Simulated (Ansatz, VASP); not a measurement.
# One calculation of SnTe, two programs

```
Sn Te
1.0
     0.00000    3.58398    3.58398
     3.58398    0.00000    3.58398
     3.58398    3.58398    0.00000
Sn Te
1 1
Direct
  0.00000 0.00000 0.00000
  0.25000 0.25000 0.25000
```

Alike in both runs: task single point; functional HSE06; k mesh 4 × 4 × 4; occupations fermi-dirac, width 0.02 eV; no spin polarisation.

|  | VASP | Ansatz |
| --- | --- | --- |
| version | VASP 6.6.1 | Ansatz 0.2.0 |
| potentials or method | VASP PAW PBE potentials, release 64 (Sn_d, Te) | plane waves, PAW |
| plane-wave cutoff (eV) | 400 | 420 |
| valence electrons in the cell | 20 | 30 |

|  | VASP | Ansatz | Ansatz less VASP |
| --- | --- | --- | --- |
| pressure (GPa) | -0.2 | 0.0 | +0.14 |

VASP's potentials hold 20 valence electrons a cell and Ansatz's 30, so a difference there can come from the potentials and not from the codes. Ansatz's warnings: stress exchange threshold loose, stress scf threshold loose.

Spin-orbit coupling is off throughout.
